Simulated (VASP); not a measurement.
# Te (C2/m) in VASP: a series of runs

The runs below take Te through single point, with PBE.

All numbers are computed with VASP 6.6.1; they aren't measurements. Logs are shortened: lines on timing, memory, paths and dates and some standing lists are left out, and cuts for length are marked.

### 1 The cell of the first run

The structure is monoclinic, space group C2/m (No. 12). The conventional cell has a = 8.468 Å, b = 4.742 Å, c = 3.880 Å, α = 90.00°, β = 91.93°, γ = 90.00°. Within 3.9 Å of Te (site symmetry m) lie 13 Te at 2.98 to 3.88 Å. Te (site symmetry 2/m) has 14 Te at 2.98 to 3.88 Å within 3.9 Å.

### 2 Single point, PBE (zz strain of -2 %)

The input, INCAR:

```
ALGO = Normal
EDIFF = 1E-6
ENCUT = 520
GGA = PE
ISIF = 2
ISMEAR = -1
LASPH = True
LCHARG = False
LREAL = False
LWAVE = False
NBANDS = 16
NELM = 100
PREC = Accurate
SIGMA = 0.05
```

The input, KPOINTS:

```
k-points
0
Gamma
  8 8 8
```

The input, POSCAR:

```
Te
1.0
    4.2341000000     -2.3712000000      0.0000000000
    4.2341000000      2.3712000000      0.0000000000
   -0.1304500000      0.0000000000      3.8782030000
Te
3
Direct
    0.6760000000      0.6760000000      0.6750000000
    0.3240000000      0.3240000000      0.3250000000
    0.0000000000      0.0000000000      0.0000000000
```

Potentials or basis: VASP PAW PBE potentials, release 64 (Te).

Launch:

```sh
$ cat potpaw_PBE.64/Te/POTCAR > POTCAR
$ mpirun -np 1 vasp_std > vasp.out
```

OUTCAR:

```text
EDIFF = 1E-6
   ENCUT = 520
   GGA = PE
   ISIF = 2
   ISMEAR = -1
   LASPH = True
   LREAL = False
   NELM = 100
   PREC = Accurate

 ion  position               nearest neighbor table
   1  0.676  0.676  0.675-   3 2.98   2 3.03   2 3.03   3 3.09   3 3.09   2 3.23   2 3.65   2 3.65

   2  0.324  0.324  0.325-   3 2.98   1 3.03   1 3.03   3 3.09   3 3.09   1 3.23   1 3.65   1 3.65

   3  0.000  0.000  0.000-   1 2.98   2 2.98   1 3.09   1 3.09   2 3.09   2 3.09

  LATTYP: Found a base centered monoclinic cell.
 ALAT       =     8.4682000000
 B/A-ratio  =     0.5600245625
 C/A-ratio  =     0.4582315409
 COS(beta)  =    -0.0336177000

  Lattice vectors:

 A1 = (   4.2341000000,  -2.3712000000,   0.0000000000)
 A2 = (   4.2341000000,   2.3712000000,   0.0000000000)
 A3 = (  -0.1304500000,   0.0000000000,   3.8782030000)

Analysis of symmetry for initial positions (statically):
=====================================================================
 Subroutine PRICEL returns:
 Original cell was already a primitive cell.

 Routine SETGRP: Setting up the symmetry group for a
 base centered monoclinic supercell.

 Subroutine GETGRP returns: Found  4 space group operations
 (whereof  4 operations were pure point group operations)
 out of a pool of  4 trial point group operations.

The static configuration has the point symmetry C_2h.

Analysis of symmetry for dynamics (positions and initial velocities):
=====================================================================
 Subroutine PRICEL returns:
 Original cell was already a primitive cell.

 Routine SETGRP: Setting up the symmetry group for a
 base centered monoclinic supercell.

 Subroutine GETGRP returns: Found  4 space group operations
 (whereof  4 operations were pure point group operations)
 out of a pool of  4 trial point group operations.

The dynamic configuration has the point symmetry C_2h.

 Subroutine INISYM returns: Found  4 space group operations
 (whereof  4 operations are pure point group operations),
 and found     1 'primitive' translations

----------------------------------------------------------------------------------------

                                     Primitive cell

  volume of cell :      77.8735

  direct lattice vectors                    reciprocal lattice vectors
     4.234100000 -2.371200000  0.000000000     0.118088850 -0.210863698  0.003972121
     4.234100000  2.371200000  0.000000000     0.118088850  0.210863698  0.003972121
    -0.130450000  0.000000000  3.878203000     0.000000000  0.000000000  0.257851381

  length of vectors
     4.852854031  4.852854031  3.880396334     0.241711095  0.241711095  0.257851381

  position of ions in fractional coordinates (direct lattice)
     0.676000000  0.676000000  0.675000000
     0.324000000  0.324000000  0.325000000
     0.000000000  0.000000000  0.000000000

  ion indices of the primitive-cell ions
   primitive index   ion index
                 1           1
                 2           2
                 3           3

----------------------------------------------------------------------------------------

 KPOINTS: k-points

Automatic generation of k-mesh.
 Grid dimensions read from file:
 generate k-points for:    8    8    8

 Generating k-lattice:

  Cartesian coordinates                     Fractional coordinates (reciprocal lattice)
     0.014761106 -0.026357962  0.000496515     0.125000000  0.000000000  0.000000000
     0.014761106  0.026357962  0.000496515     0.000000000  0.125000000  0.000000000
     0.000000000  0.000000000  0.032231423     0.000000000  0.000000000  0.125000000

  Length of vectors
     0.030213887  0.030213887  0.032231423

  Shift w.r.t. Gamma in fractional coordinates (k-lattice)
     0.000000000  0.000000000  0.000000000

 Subroutine IBZKPT returns following result:
 ===========================================

 Found    150 irreducible k-points:

 Following reciprocal coordinates:
            Coordinates               Weight
  0.000000  0.000000  0.000000      1.000000
  0.125000  0.000000  0.000000      4.000000
  0.250000  0.000000  0.000000      4.000000
  0.375000  0.000000  0.000000      4.000000
  0.500000  0.000000  0.000000      2.000000
  0.125000  0.125000  0.000000      2.000000
[... 16 lines left out ...]
  0.125000  0.000000  0.125000      4.000000
  0.250000  0.000000  0.125000      4.000000
 [... further k-points ...]
   k-points           NKPTS =    150   k-points in BZ     NKDIM =    150   number of bands    NBANDS=     16
   number of dos      NEDOS =    301   number of ions     NIONS =      3
   total plane-waves  NPLWV =  38880
   dimension x,y,z NGX =    36 NGY =   36 NGZ =   30
   dimension x,y,z NGXF=    72 NGYF=   72 NGZF=   60
   ions per type =               3
   NGX,Y,Z   is equivalent  to a cutoff of  12.33, 12.33, 12.85 a.u.
   NGXF,Y,Z  is equivalent  to a cutoff of  24.67, 24.67, 25.71 a.u.
 SYSTEM =  unknown system
   PREC   = accura    normal or accurate (medium, high low for compatibility)
   ISTART =      0    job   : 0-new  1-cont  2-samecut
   ICHARG =      2    charge: 1-file 2-atom 10-const
   ISPIN  =      1    spin polarized calculation?
   LNONCOLLINEAR =      F non collinear calculations
   LSORBIT =      F    spin-orbit coupling
   LASPH  =      T    aspherical Exc in radial PAW
   ENCUT  =  520.0 eV  38.22 Ry    6.18 a.u.   9.02  9.02  7.21*2*pi/ulx,y,z
   NELM   =    100;   NELMIN=  2; NELMDL= -5     # of ELM steps
   EDIFF  = 0.1E-05   stopping-criterion for ELM
   LREAL  =      F    real-space projection
   EDIFFG = 0.1E-04   stopping-criterion for IOM
   NSW    =      0    number of steps for IOM
   IBRION =     -1    ionic relax: 0-MD 1-quasi-New 2-CG
   NFREE  =      0    steps in history (QN), initial steepest desc. (CG)
   ISIF   =      2    stress and relaxation
   ISYM   =      2    0-nonsym 1-usesym 2-fastsym
   POTIM  = 0.5000    time-step for ionic-motion
   TEBEG  =    0.0;   TEEND  =   0.0 temperature during run
   PSTRESS=    0.0 pullay stress
   NELECT =      18.0000    total number of electrons
   NUPDOWN=      -1.0000    fix difference up-down
   EMIN   =  10.00;   EMAX   =-10.00  energy-range for DOS
   EFERMI =   0.00;   METHOD = LEGACY
   ISMEAR =    -1;   SIGMA  =   0.05  broadening in eV -4-tet -1-fermi 0-gaus
   EFERMI_NEDOS =   21; number of points for ismear=-14 and -15
   IALGO  =     38    algorithm
   IMIX   =      4    mixing-type and parameters
     AMIX     =   0.40;   BMIX     =  1.00
     AMIX_MAG =   1.60;   BMIX_MAG =  1.00
  volume/ion in A,a.u.               =      25.96       175.17
  Fermi-wavevector in a.u.,A,eV,Ry     =   1.004698  1.898605 13.733978  1.009419
  Thomas-Fermi vector in A             =   2.137331
   LORBIT       =      0    0 simple, 1 ext, 2 COOP (PROOUT), +10 PAW based schemes
   GGA     = PE    functional components
   LHFCALC =     F    Hartree Fock is set to
   AEXX    =    0.0000 exact exchange contribution
   IVDW    =     0    specifies the selected vdW correction
   LEPSILON=     F    determine dielectric tensor
   LRPA    =     F    only Hartree local field effects (RPA)
 non-spin polarized calculation
  energy-cutoff  :      520.00
  volume of cell :       77.87
 maximum number of plane-waves:      2114
   NGX = 19   NGY = 19   NGZ = 15

 number of electron      18.0000000 magnetization

 Free energy of the ion-electron system (eV)
  ---------------------------------------------------
  ext. energy  EPLUGINS =         0.00000000
  ---------------------------------------------------
  free energy    TOTEN  =        -8.64038547 eV

  energy without entropy =       -8.62689913  energy(sigma->0) =       -8.63364230

 E-fermi :   9.2956     XC(G=0): -10.4294

 val. band max:        9.2925519409   @ k =  -0.2500   0.3750   0.3750
 cond. band min:       9.2962238049   @ k =  -0.3750   0.5000   0.2500
 fundamental gap:      0.0036718640
 Fermi energy:         9.2955979108

 k-point     1 :       0.0000    0.0000    0.0000
  band No.  band energies     occupation
      1      -5.6677      2.00000
      2      -0.2770      2.00000
      3      -0.2405      2.00000
      4       4.4402      2.00000
      5       4.6992      2.00000
      6       5.2386      2.00000
[... 8 lines left out ...]
     15      16.6616      0.00000
     16      16.7157      0.00000

 k-point     2 :       0.1250    0.0000    0.0000
  band No.  band energies     occupation
      1      -5.5380      2.00000
      2      -0.5628      2.00000
      3      -0.4371      2.00000
      4       3.8693      2.00000
      5       4.3797      2.00000
      6       5.6531      2.00000
[... 8 lines left out ...]
     15      16.2625      0.00000
     16      16.8763      0.00000

 k-point     3 :       0.2500    0.0000    0.0000
  band No.  band energies     occupation
      1      -5.1514      2.00000
      2      -1.4546      2.00000
      3      -0.7416      2.00000
      4       3.3028      2.00000
      5       4.5835      2.00000
      6       6.3630      2.00000
[... 8 lines left out ...]
     15      15.8184      0.00000
     16      17.6015      0.00000

 k-point     4 :       0.3750    0.0000    0.0000
  band No.  band energies     occupation
      1      -4.5186      2.00000
      2      -2.5711      2.00000
      3      -0.9657      2.00000
      4       2.9063      2.00000
      5       5.4729      2.00000
      6       6.6832      2.00000
[... 8 lines left out ...]
     15      15.7520      0.00000
     16      16.1837      0.00000
[... 324 lines left out ...]
 k-point    22 :       0.0000    0.0000    0.1250
  band No.  band energies     occupation
      1      -5.5332      2.00000
      2      -0.8896      2.00000
      3       0.2523      2.00000
      4       4.5076      2.00000
      5       4.7993      2.00000
      6       5.3903      2.00000
[... 8 lines left out ...]
     15      15.3247      0.00000
     16      17.3379      0.00000

 k-point    23 :       0.1250    0.0000    0.1250
  band No.  band energies     occupation
      1      -5.3993      2.00000
      2      -1.0614      2.00000
      3      -0.0289      2.00000
      4       3.8623      2.00000
      5       4.2678      2.00000
      6       5.9399      2.00000
[... 8 lines left out ...]
     15      16.1567      0.00000
     16      16.7690      0.00000

 k-point    24 :       0.2500    0.0000    0.1250
  band No.  band energies     occupation
      1      -5.0091      2.00000
      2      -1.6795      2.00000
      3      -0.4679      2.00000
      4       3.3658      2.00000
      5       3.8291      2.00000
      6       6.9022      2.00000
[... 8 lines left out ...]
     15      16.5676      0.00000
     16      17.4002      0.00000

 [... further k-points ...]
[... 5 lines left out ...]
  --------------------------------------------------------------------------------------
  -------------------------------------------------------------------------------------
  Total        5.0394550      5.0714980      5.5165619      0.0000000      0.0000000      0.5771777
  in kB      103.6822277    104.3414833    113.4982716      0.0000000      0.0000000     11.8749089
  external PRESSURE =     107.1739942 kB  Pullay stress =       0.0000000 kB

 VOLUME and BASIS-vectors are now :
 -----------------------------------------------------------------------------
  energy-cutoff  :      520.00
  volume of cell :       77.87
      direct lattice vectors                 reciprocal lattice vectors
     4.234100000 -2.371200000  0.000000000     0.118088850 -0.210863698  0.003972121
     4.234100000  2.371200000  0.000000000     0.118088850  0.210863698  0.003972121
    -0.130450000  0.000000000  3.878203000     0.000000000  0.000000000  0.257851381

 POSITION                                       TOTAL-FORCE (eV/Angst)
 -----------------------------------------------------------------------------------
      5.63645      0.00000      2.61779        -0.502141      0.000000     -0.206023
      2.70130      0.00000      1.26042         0.502141      0.000000      0.206023
      0.00000      0.00000      0.00000        -0.000000      0.000000      0.000000
 -----------------------------------------------------------------------------------
    total drift:                               -0.000000      0.000000      0.000000

  FREE ENERGIE OF THE ION-ELECTRON SYSTEM (eV)
  ---------------------------------------------------
  free  energy   TOTEN  =        -8.6403854664 eV

  energy  without entropy=       -8.6268991306  energy(sigma->0) =       -8.63364230
```

It took 77 s on 1 thread of Intel Xeon Platinum 8488C (Sapphire Rapids), shared host; peak memory 0.29 GiB.

Results:

```yaml
Free_energy: -8.6404 eV
Pressure: 10.7 GPa
Largest_force: 0.543 eV/Å
Band_gap_on_the_k_mesh: zero (band 9 reaches 10.96 eV, above the bottom of band 10 at 7.45 eV)
```

Forces in eV/Å, atoms in the order of the input:
```
Te  -0.502  0.000 -0.206
Te   0.502  0.000  0.206
Te   0.000  0.000  0.000
```

Stress tensor (GPa, compression positive):
```
10.37  0.00  1.19
 0.00 10.43  0.00
 1.19  0.00 11.35
```

Caveat: the cell differs from its parent crystal (zz strain of -2 %); spin-orbit coupling is left out, which moves the levels of the heavy elements.

### 3 Single point, PBE (zz strain of +1 %)

The input, INCAR:

```
SYSTEM = Te
  PREC = Accurate
  ENCUT = 520
  EDIFF = 1E-6
  ISMEAR = -1
  SIGMA = 0.05
  LREAL = .False.
  LASPH = .True.
  NELM = 80
  ALGO = Normal
  ISIF = 2
  LWAVE = .False.
  LCHARG = .False.
  GGA = PE
  NBANDS = 16
```

The input, KPOINTS:

```
Automatic mesh
0
Gamma
  8 8 8
  0 0 0
```

POSCAR, as its differences from that of step 2:

```diff
@@ -4,3 +4,3 @@
     4.2341000000      2.3712000000      0.0000000000
-   -0.1304500000      0.0000000000      3.8782030000
+   -0.1304500000      0.0000000000      3.9969235000
 Te
```

Potentials or basis: VASP PAW PBE potentials, release 64 (Te).

Launch:

```sh
$ cat potpaw_PBE.64/Te/POTCAR > POTCAR
$ mpirun -np 1 vasp_std > vasp.out
```

Run time: 79 s. Hardware: 1 thread of Intel Xeon Platinum 8488C (Sapphire Rapids), shared host; peak memory 0.29 GiB.

It converged, with:

| Quantity | Value |
| --- | --- |
| Free energy | -8.7919 eV |
| Pressure | 8.7 GPa |
| Largest force | 0.486 eV/Å |
| Band gap on the k mesh | zero (band 9 reaches 10.55 eV, above the bottom of band 10 at 7.10 eV) |

Forces on the atoms (eV/Å):
```
Te  -0.439  0.000 -0.209
Te   0.439  0.000  0.209
Te   0.000  0.000  0.000
```

Stress tensor (GPa, compression positive):
```
8.45 0.00 0.93
0.00 8.52 0.00
0.93 0.00 9.14
```

Levels at points of the mesh, in eV from the Fermi level:
```csv
k point,band 6,band 7,band 8,band 9,band 10,band 11,band 12,band 13
"(0.00, 0.00, 0.00)",-3.88,-3.86,-2.23,-1.92,1.48,2.87,3.21,5.68
"(0.50, 0.00, 0.00)",-2.75,-2.68,0.11,0.17,0.43,0.88,2.84,3.63
"(0.50, 0.50, 0.00)",-2.80,-2.36,0.43,0.49,0.59,0.74,2.45,3.34
"(0.00, 0.00, 0.50)",-2.69,-2.61,-1.86,-1.82,-1.79,-1.60,-1.03,2.78
"(0.50, 0.00, 0.50)",-4.36,-3.86,-3.69,1.66,1.90,1.90,3.19,6.79
"(0.50, 0.50, 0.50)",-3.96,-3.88,-3.71,1.57,1.69,2.23,2.67,6.66
```

Caveat: the cell differs from its parent crystal (zz strain of +1 %); spin-orbit coupling is left out, which moves the levels of the heavy elements.
